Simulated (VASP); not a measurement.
Crystal: BiTe5.

```
Bi Te
1.0
     0.00000    4.67664    4.67664
     4.67664    0.00000    4.67664
     4.67664    4.67664    0.00000
Bi Te
1 5
Cartesian
  0.0000 0.0000 0.0000
  2.3383 2.3383 2.3383
  5.8458 3.5075 3.5075
  5.8458 5.8458 5.8458
  3.5075 5.8458 3.5075
  3.5075 3.5075 5.8458
```

* Program: VASP 6.6.1
* Task: relaxation of cell and atoms
* Functional: PBE
* Potentials or basis: VASP PAW PBE potentials, release 64 (Bi_d, Te)
* Cutoff: 600 eV
* k mesh: 8 × 8 × 8
* Occupations: gaussian, width 0.1 eV
* Spin: no spin polarisation

At the start: pressure -4.2 GPa; volume 34.09 Å³/atom.

Where does the relaxation end?

Over 7 steps the energy falls by 55.1 meV/atom and the volume is 30.31 Å³/atom (-11.1 %); space group F-43m (No. 216, to 0.05 Å).

Step by step:
| step | energy change (eV) | largest force (eV/Å) | pressure (GPa) | volume (Å³) |
| --- | --- | --- | --- | --- |
| 1 | 0.0000 | 0.0262 | -4.20 | 204.57 |
| 2 | -0.3230 | 0.0361 | 0.81 | 179.22 |
| 3 | -0.3303 | 0.0365 | 0.01 | 182.10 |
| 4 | -0.3301 | 0.0365 | -0.10 | 182.53 |
| 5 | -0.3303 | 0.0254 | -0.10 | 182.51 |
| 6 | -0.3306 | 0.0005 | -0.08 | 182.48 |
| 7 | -0.3306 | 0.0002 | 0.00 | 181.87 |

Final structure:
```
Bi Te
1.0
     0.00000    4.49688    4.49688
     4.49688    0.00000    4.49688
     4.49688    4.49688    0.00000
Bi Te
1 5
Direct
  0.00000 0.00000 0.00000
  0.25000 0.25000 0.25000
  0.12626 0.62458 0.62458
  0.62458 0.62458 0.62458
  0.62458 0.12626 0.62458
  0.62458 0.62458 0.12626
```
